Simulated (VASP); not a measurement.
Here is a VASP 6.6.1 calculation.

File INCAR:

```
PREC = Accurate ; ENCUT = 600
EDIFF = 1E-6 ; ISMEAR = 0
SIGMA = 0.02 ; LREAL = False
LASPH = True ; NELM = 80
ALGO = Normal ; ISIF = 3
LWAVE = False ; LCHARG = False
GGA = PS ; IBRION = 2
NSW = 100 ; EDIFFG = -0.005
```

KPOINTS

```
Automatic mesh
0
Gamma
  8 8 8
```

POSCAR

```
SrTiO3
1.0
    3.9127013100      0.0000000000      0.0000000000
    0.0000000000      3.9127013100      0.0000000000
    0.0000000000      0.0000000000      3.9127013100
Sr Ti O
1 1 3
Direct
    0.0000000000      0.0000000000      0.0000000000
    0.5000000000      0.5000000000      0.5000000000
    0.5000000000      0.0000000000      0.5000000000
    0.5000000000      0.5000000000      0.0000000000
    0.0000000000      0.5000000000      0.5000000000
```

Potentials or basis: VASP PAW PBE potentials, release 64 (Sr_sv, Ti_sv, O).

The run is started by

```console
$ cat potpaw_PBE.64/Sr_sv/POTCAR potpaw_PBE.64/Ti_sv/POTCAR potpaw_PBE.64/O/POTCAR > POTCAR
$ mpirun -np 1 vasp_std > vasp.out
```

Task: Estimate the relaxed volume.

Result: 11.82 Å³/atom.

Task: What does it give for the space group after relaxing (to 0.1 Å)?

Result: Pm-3m (No. 221).

Task: Estimate the band gap on the k mesh.

Result: 1.82 eV (least direct gap 2.17 eV).

Task: Predict the relaxed cell.

Result: a = 3.895 Å, b = 3.895 Å, c = 3.895 Å, α = 90.00°, β = 90.00°, γ = 90.00°.

The path:
| step | energy change (eV) | largest force (eV/Å) | pressure (GPa) | volume (Å³) |
| --- | --- | --- | --- | --- |
| 1 | 0.0000 | 0.0000 | -2.53 | 59.90 |
| 2 | -0.0001 | 0.0000 | 2.58 | 58.28 |
| 3 | -0.0065 | 0.0000 | -0.02 | 59.08 |

Caveat: the PAW data sets were made with another functional, which shifts forces and pressure a little. A k mesh can miss the band edges.
